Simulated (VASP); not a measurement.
# CuO (F-43m) in VASP: notebook, part 3 of 3

VASP 6.6.1. The steps go on from the part before.

**4. Vibrations by perturbation theory, PBE**

File INCAR:

```
SYSTEM = CuO
PREC = Accurate
ENCUT = 520
EDIFF = 1E-8
ISMEAR = -1
SIGMA = 0.05
LREAL = .False.
LASPH = .True.
NELM = 100
ALGO = Normal
ISIF = 2
LWAVE = .False.
LCHARG = .False.
GGA = PE
IBRION = 8
NSW = 1
```

File KPOINTS:

```
regular mesh
0
Gamma
  10 10 10
  0 0 0
```

File POSCAR:

```
CuO
1.0
    0.0000000000      2.3272527300      2.3272527300
    2.3272527300      0.0000000000      2.3272527300
    2.3272527300      2.3272527300      0.0000000000
Cu O
1 1
Direct
    0.0000000000      0.0000000000      0.0000000000
    0.2500000000      0.2500000000      0.2500000000
```

Potentials or basis: VASP PAW PBE potentials, release 64 (Cu, O).

Run with:

```bash
$ cat potpaw_PBE.64/Cu/POTCAR potpaw_PBE.64/O/POTCAR > POTCAR
$ mpirun -np 1 vasp_std > vasp.out
```

OUTCAR:

```text
SYSTEM = CuO
   PREC = Accurate
   ENCUT = 520
   EDIFF = 1E-8
   ISMEAR = -1
   LREAL = .False.
   LASPH = .True.
   NELM = 100
   ISIF = 2
   GGA = PE
   IBRION = 8
   NSW = 1

 ion  position               nearest neighbor table
   1  0.000  0.000  0.000-   2 2.02   2 2.02   2 2.02   2 2.02
   2  0.250  0.250  0.250-   1 2.02   1 2.02   1 2.02   1 2.02

  LATTYP: Found a face centered cubic cell.
 ALAT       =     4.6545054600

  Lattice vectors:

 A1 = (   0.0000000000,   2.3272527300,   2.3272527300)
 A2 = (   2.3272527300,   0.0000000000,   2.3272527300)
 A3 = (   2.3272527300,   2.3272527300,   0.0000000000)

Analysis of symmetry for initial positions (statically):
=====================================================================
 Subroutine PRICEL returns:
 Original cell was already a primitive cell.

 Routine SETGRP: Setting up the symmetry group for a
 face centered cubic supercell.

 Subroutine GETGRP returns: Found 24 space group operations
 (whereof 24 operations were pure point group operations)
 out of a pool of 48 trial point group operations.

The static configuration has the point symmetry T_d .

Analysis of symmetry for dynamics (positions and initial velocities):
=====================================================================
 Subroutine PRICEL returns:
 Original cell was already a primitive cell.

 Routine SETGRP: Setting up the symmetry group for a
 face centered cubic supercell.

 Subroutine GETGRP returns: Found 24 space group operations
 (whereof 24 operations were pure point group operations)
 out of a pool of 48 trial point group operations.

The dynamic configuration has the point symmetry T_d .

 Subroutine INISYM returns: Found 24 space group operations
 (whereof 24 operations are pure point group operations),
 and found     1 'primitive' translations

----------------------------------------------------------------------------------------

                                     Primitive cell

  volume of cell :      25.2093

  direct lattice vectors                    reciprocal lattice vectors
     0.000000000  2.327252730  2.327252730    -0.214845596  0.214845596  0.214845596
     2.327252730  0.000000000  2.327252730     0.214845596 -0.214845596  0.214845596
     2.327252730  2.327252730  0.000000000     0.214845596  0.214845596 -0.214845596

  length of vectors
     3.291232374  3.291232374  3.291232374     0.372123488  0.372123488  0.372123488

  position of ions in fractional coordinates (direct lattice)
     0.000000000  0.000000000  0.000000000
     0.250000000  0.250000000  0.250000000

  ion indices of the primitive-cell ions
   primitive index   ion index
                 1           1
                 2           2
[... 129 lines left out ...]
  band No.  band energies     occupation
      1     -15.2023      2.00000
      2      -1.2910      2.00000
      3      -1.2910      2.00000
      4      -1.2910      2.00000
      5       1.2317      2.00000
      6       1.2317      2.00000
      7       3.7817      0.00000
      8       3.7817      0.00000
      9       3.7817      0.00000
     10       3.9620      0.00000
     11      16.9175      0.00000
     12      16.9175      0.00000
[... 331 lines left out ...]
 k-point    24 :       0.4000    0.3000    0.0000
  band No.  band energies     occupation
      1     -14.6403      2.00000
      2      -2.2426      2.00000
      3      -0.8937      2.00000
      4      -0.8496      2.00000
      5       1.0031      2.00000
      6       1.3797      2.00000
      7       2.0506      2.00000
      8       2.4987      1.99997
      9       2.5442      1.99994
     10       8.2420      0.00000
     11      12.8854      0.00000
     12      14.6968      0.00000

 [... further k-points ...]
[... 5 lines left out ...]
  --------------------------------------------------------------------------------------
  -------------------------------------------------------------------------------------
  Total       -1.4328412     -1.4328412     -1.4328412     -0.0000000     -0.0000000      0.0000000
  in kB      -91.0642663    -91.0642663    -91.0642663     -0.0000000     -0.0000000      0.0000000
  external PRESSURE =     -91.0642663 kB  Pullay stress =       0.0000000 kB

 VOLUME and BASIS-vectors are now :
 -----------------------------------------------------------------------------
  energy-cutoff  :      520.00
  volume of cell :       25.21
      direct lattice vectors                 reciprocal lattice vectors
     0.000000000  2.327252730  2.327252730    -0.214845596  0.214845596  0.214845596
     2.327252730  0.000000000  2.327252730     0.214845596 -0.214845596  0.214845596
     2.327252730  2.327252730  0.000000000     0.214845596  0.214845596 -0.214845596

 POSITION                                       TOTAL-FORCE (eV/Angst)
 -----------------------------------------------------------------------------------
      0.00000      0.00000      0.00000        -0.000000     -0.000000     -0.000000
      1.16363      1.16363      1.16363         0.000000      0.000000      0.000000
 -----------------------------------------------------------------------------------
    total drift:                               -0.000000     -0.000000     -0.000001

  FREE ENERGIE OF THE ION-ELECTRON SYSTEM (eV)
  ---------------------------------------------------
  free  energy   TOTEN  =        -9.5086783372 eV

  energy  without entropy=       -9.4851187953  energy(sigma->0) =       -9.49689857

[... ionic steps 2 to 3 ...]

--------------------------------------- Ionic step        4  -------------------------------------------

------------------------ aborting loop because EDIFF is reached ----------------------------------------

[... ionic steps 5 to 6 ...]

--------------------------------------- Ionic step        7  -------------------------------------------

 Free energy of the ion-electron system (eV)
  ---------------------------------------------------
  ---------------------------------------------------
  free energy    TOTEN  =        -0.35934205 eV

  energy without entropy =       -0.35934205

------------------------ aborting loop because EDIFF is reached ----------------------------------------

 INTERNAL STRAIN TENSOR  FOR ION    2  DIRECTION 1   (eV/Angst):
 -----------------------------------------------------------------------------
    -0.01742  0.00000  0.00000
     0.00000  0.01339 -1.65426
     0.00000 -1.65426  0.01339

 INTERNAL STRAIN TENSOR FOR ION    2 for displacements in x,y,z  (eV/Angst):
          X           Y           Z          XY          YZ          ZX
  --------------------------------------------------------------------------------
  x     0.00000     0.00000     0.00000     0.00000    -1.65426    -0.00000
  y     0.00000     0.00000     0.00000     0.00000     0.00000    -1.65426
  z     0.00000     0.00000     0.00000    -1.65426    -0.00000     0.00000

 SECOND DERIVATIVES (NOT SYMMETRIZED)
 ------------------------------------
               1X          1Y          1Z          2X          2Y          2Z
  1X    -2.345683    0.000000    0.000000    2.345683    0.000000    0.000000
  1Y     0.000000   -2.345683    0.000000    0.000000    2.345683    0.000000
  1Z     0.000000    0.000000   -2.345683    0.000000    0.000000    2.345683
  2X     2.332293    0.000000    0.000000   -2.332293    0.000000    0.000000
  2Y     0.000000    2.332293    0.000000    0.000000   -2.332293    0.000000
  2Z     0.000000    0.000000    2.332293    0.000000    0.000000   -2.332293

 Eigenvectors and eigenvalues of the dynamical matrix
 ----------------------------------------------------

   1 f  =    6.681873 THz    41.983447 2PiTHz  222.883294 cm-1    27.633994 meV
             X         Y         Z           dx          dy          dz
      0.000000  0.000000  0.000000    -0.317855   -0.317855   -0.000000
      1.163626  1.163626  1.163626     0.631639    0.631639   -0.000000
[... 21 lines left out ...]
   6 f/i=    0.007680 THz     0.048256 2PiTHz    0.256185 cm-1     0.031763 meV
             X         Y         Z           dx          dy          dz
      0.000000  0.000000  0.000000    -0.031254   -0.191315   -0.871985
      1.163626  1.163626  1.163626    -0.015728   -0.096274   -0.438803

--------------------------------------------------------------------------------------------------------

 ELASTIC MODULI CONTR FROM IONIC RELAXATION (kBar)
 Direction    XX          YY          ZZ          XY          YZ          ZX
 --------------------------------------------------------------------------------
 XX          -0.0000      0.0000      0.0000      0.0000     -0.0000      0.0000
 YY           0.0000     -0.0000     -0.0000      0.0000      0.0000      0.0000
 ZZ           0.0000     -0.0000     -0.0000     -0.0000      0.0000      0.0000
 XY           0.0000      0.0000     -0.0000    -66.0562     -0.0000     -0.0000
 YZ          -0.0000      0.0000      0.0000     -0.0000    -66.0562     -0.0000
 ZX           0.0000      0.0000      0.0000     -0.0000     -0.0000    -66.0562
 --------------------------------------------------------------------------------
```

OSZICAR:

```text
N       E                     dE             d eps       ncg     rms          rms(c)
DAV:   1     0.115531236939E+03    0.11553E+03   -0.85345E+03  1156   0.199E+03
DAV:   2    -0.975235912482E+00   -0.11651E+03   -0.10629E+03  1148   0.334E+02
DAV:   3    -0.123586641790E+02   -0.11383E+02   -0.10811E+02  1412   0.118E+02
[... 46 lines left out ...]
RMM:  10    -0.359342727847E+00   -0.34518E-05   -0.16981E-08  6537   0.551E-04    0.423E-05
RMM:  11    -0.359342525587E+00    0.20226E-06   -0.49102E-09  6880   0.192E-04    0.168E-05
RMM:  12    -0.359342054296E+00    0.47129E-06   -0.25420E-09  6166   0.732E-05    0.413E-06
RMM:  13    -0.359341972249E+00    0.82048E-07   -0.37847E-09  7162   0.366E-05    0.292E-06
RMM:  14    -0.359342042366E+00   -0.70118E-07   -0.36806E-09  6351   0.192E-05    0.376E-07
RMM:  15    -0.359342047193E+00   -0.48272E-08   -0.36217E-09  6011   0.134E-05    0.144E-07
 Linear response finished
```

stdout:

```text
POSCAR found type information on POSCAR CuO
 POSCAR found :  2 types and       2 ions
 scaLAPACK will be used
 LDA part: xc-table for (Slater+PW92), standard interpolation
 POSCAR, INCAR and KPOINTS ok, starting setup
 FFT: planning ... GRIDC
 FFT: planning ... GRID_SOFT
 FFT: planning ... GRID
 WAVECAR not read
 entering main loop
 Linear response reoptimize wavefunctions to high precision
 Linear response DOF=           2
 Linear response progress:
 first order change of Fermi-energy  -0.18502E-04
 force on displaced ion       1 direction 1 :  -2.346   0.000   0.000
 Linear response progress:
 first order change of Fermi-energy   0.32988E-03
 force on displaced ion       2 direction 1 :  -2.332  -0.000  -0.000
 Linear response finished
```

Run time: 79 s. Hardware: 1 thread of Intel Xeon Platinum 8488C (Sapphire Rapids), shared host; peak memory 0.25 GiB.

What came out:

```yaml
Highest_phonon_frequency_at_Γ_LO-TO_splitting_left_out: 223 cm⁻¹
```

Phonon frequencies in cm⁻¹ (negative: imaginary):
```
              q point        frequencies
(0.000, 0.000, 0.000)  0 0 0 223 223 223
```

Caveat: the cell wasn't relaxed at this level first, which shifts response properties.
